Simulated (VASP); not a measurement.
Crystal: SnO.

```xyz
2
Lattice="0.0000 2.0510 2.0510 2.0510 0.0000 2.0510 2.0510 2.0510 0.0000" Properties=species:S:1:pos:R:3 pbc="T T T"
Sn    0.0000    0.0000    0.0000
O     2.0510    2.0510    2.0510
```

| Item | Value |
| --- | --- |
| Program | VASP 6.6.1 |
| Task | relaxation of cell and atoms |
| Functional | PBE |
| Potentials or basis | VASP PAW PBE potentials, release 64 (Sn_d, O_h) |
| Cutoff | 1340 eV |
| k mesh | 10 × 10 × 10 |
| Occupations | fermi-dirac, width 0.02 eV |
| Spin | no spin polarisation |

At the start: pressure 258.4 GPa; volume 8.63 Å³/atom.

**Question.** Where does the relaxation end?

**Answer.** Over 8 steps the energy falls by 3674.8 meV/atom and the volume is 16.67 Å³/atom (+93.2 %); space group Fm-3m (No. 225, to 0.1 Å) before and after.

The path:
```
step  energy change (eV)  largest force (eV/Å)  pressure (GPa)  volume (Å³)
   1              0.0000                0.0000          258.41        17.25
   2             -0.9142                0.0000          -29.64        80.55
   3             -7.2015                0.0000           -9.95        37.68
   4             -7.3016                0.0000           -6.14        35.71
   5             -7.3492                0.0000            0.55        33.17
   6             -7.3491                0.0000           -0.59        33.56
   7             -7.3495                0.0000            0.15        33.30
   8             -7.3495                0.0000            0.01        33.34
```

Final structure:
```cif
data_structure
_symmetry_space_group_name_H-M 'P 1'
_symmetry_Int_Tables_number 1
_cell_length_a 3.6127
_cell_length_b 3.6127
_cell_length_c 3.6127
_cell_angle_alpha 60.000
_cell_angle_beta 60.000
_cell_angle_gamma 60.000
_cell_volume 33.34
loop_
_atom_site_label
_atom_site_type_symbol
_atom_site_fract_x
_atom_site_fract_y
_atom_site_fract_z
_atom_site_occupancy
Sn1 Sn 0.00000 0.00000 0.00000 1
O1 O 0.50000 0.50000 0.50000 1
```

Caveat: the volume moved by over 15 % at a fixed basis, so the end points are rough; the structure was generated, so it needn't be the stable form of SnO.
